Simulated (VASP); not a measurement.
**SiNi: single point with PBE**

Crystal: SiNi.

```xyz
4
Lattice="3.0553 0.0000 0.0000 0.0000 3.2583 0.0000 0.0000 0.0000 4.7094" Properties=species:S:1:pos:R:3 pbc="T T T"
Si    1.5276    1.6292    3.9709
Si    0.0000    0.0000    0.7385
Ni    1.5276    1.6292    1.6121
Ni    0.0000    0.0000    3.0973
```

```yaml
Program: VASP 6.6.1
Task: single point
Functional: PBE
Potentials_or_basis: VASP PAW PBE potentials, release 64 (Si, Ni)
Cutoff: 520 eV
k_mesh: 14 × 12 × 10
Occupations: gaussian, width 0.1 eV
Spin: no spin polarisation
```

```
Pressure               : 0.0 GPa
Largest force          : 0.009 eV/Å
Band gap on the k mesh : zero (band 14 reaches 13.27 eV, above the bottom of band 15 at 10.69 eV)
```

Forces in eV/Å, atoms in the order of the input:
```
Si   0.000  0.000  0.002
Si   0.000  0.000 -0.002
Ni   0.000  0.000  0.009
Ni   0.000  0.000 -0.009
```

Stress tensor (GPa, compression positive):
```
-0.03  0.00  0.00
 0.00 -0.03  0.00
 0.00  0.00  0.19
```

Levels at points of the mesh, in eV from the Fermi level:
```
           k point  band 12  band 13  band 14  band 15  band 16  band 17
(0.00, 0.00, 0.00)    -1.95    -1.92    -0.90     0.58     3.08     4.92
(0.50, 0.00, 0.00)    -2.44    -1.65    -1.65     1.63     1.63     3.57
(0.00, 0.50, 0.00)    -2.23    -1.99    -1.99     1.28     1.28     4.44
(0.50, 0.50, 0.00)    -1.92    -1.64    -1.64     1.48     1.48     1.97
(0.00, 0.00, 0.50)    -2.00     1.33     2.13     2.24     2.35     2.68
(0.50, 0.00, 0.50)    -2.10    -1.48    -1.48     3.83     3.83     5.36
(0.00, 0.50, 0.50)    -1.98    -1.85    -1.85     4.83     4.83     5.33
(0.50, 0.50, 0.50)    -1.93    -1.58    -1.58    -0.36    -0.36     0.93
```

Run time: 3.3 min on 1 thread of Intel Xeon 6975P-C, on a shared host, peak memory 0.39 GiB.

Spin polarisation is off, so any magnetic state and its effect on volume and gap are missing.
